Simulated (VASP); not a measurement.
Write the native input for VASP 6.6.1 that does the following.

- Task: single point
- Functional: LDA
- Potentials or basis: VASP PAW LDA potentials, release 64 (Y_sv)
- Cutoff: 520 eV
- k mesh: 14 × 14 × 14
- Occupations: fermi-dirac, width 0.05 eV
- Spin: no spin polarisation
- Dipole correction: no
- Further INCAR settings: ALGO = Normal; EDIFF = 1e-07; NBANDS = 12

The structure of Y lies in POSCAR:

```
Y
1.0
   -1.8152472954      1.8152472954      1.8152472954
    1.8152472954     -1.8152472954      1.8152472954
    1.8152472954      1.8152472954     -1.8152472954
Y
1
Direct
    0.0000000000      0.0000000000      0.0000000000
```

This isn't the form of Y at room conditions, which is hcp.

One way to write it, as run:

INCAR

```
SYSTEM = Y
ALGO = Normal ; EDIFF = 1E-7
ENCUT = 520 ; GGA = CA
ISIF = 2 ; ISMEAR = -1
LASPH = .True. ; LCHARG = .False.
LREAL = .False. ; LWAVE = .False.
NBANDS = 12 ; NELM = 100
PREC = Accurate ; SIGMA = 0.05
```

KPOINTS

```
k-points
0
Gamma
  14 14 14
  0 0 0
```

Potentials or basis: VASP PAW LDA potentials, release 64 (Y_sv).

Launch:

```sh
$ cat potpaw_LDA.64/Y_sv/POTCAR > POTCAR
$ mpirun -np 1 vasp_std > vasp.out
```

It gave:

The pressure is 13.4 GPa. The band gap on the k mesh is zero (an odd number of electrons rules out a gap without spin polarisation).

Caveat: the cell stands under pressure.

It took 28 s on 1 thread of Intel Xeon 8259CL, on a shared host, peak memory 0.17 GiB.
